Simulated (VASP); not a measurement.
Crystal: SiC.

```
Si C
1.0
     2.84540    0.00000    0.00000
    -1.42270    2.46419    0.00000
     0.00000    0.00000    4.86108
Si C
2 2
Cartesian
  0.0000 1.6428 0.0224
  1.4227 0.8214 2.4529
  0.0000 1.6428 1.8491
  1.4227 0.8214 4.2797
```

- Program: VASP 6.6.1
- Task: relaxation of the atoms
- Functional: LDA
- Potentials or basis: VASP PAW LDA potentials, release 64 (Si, C)
- Cutoff: 520 eV
- k mesh: 12 × 12 × 6
- Occupations: gaussian, width 0.05 eV
- Spin: no spin polarisation

At the start: pressure 57.5 GPa; volume 8.52 Å³/atom.

How do energy, volume and symmetry change on relaxing?

Over 3 steps the energy falls by 7.8 meV/atom at a fixed cell; space group P6_3mc (No. 186, to 0.1 Å) before and after.

The path:
```csv
step,energy change (eV),largest force (eV/Å),pressure (GPa)
1,0.0000,0.8764,57.50
2,0.0422,1.5226,56.24
3,-0.0311,0.0008,56.63
```

Final structure:
```
CELL_PARAMETERS angstrom
2.84540 0.00000 0.00000
-1.42270 2.46419 0.00000
0.00000 0.00000 4.86108
ATOMIC_POSITIONS crystal
Si 0.33333 0.66667 0.00817
Si 0.66667 0.33333 0.50817
C 0.33333 0.66667 0.37683
C 0.66667 0.33333 0.87683
```
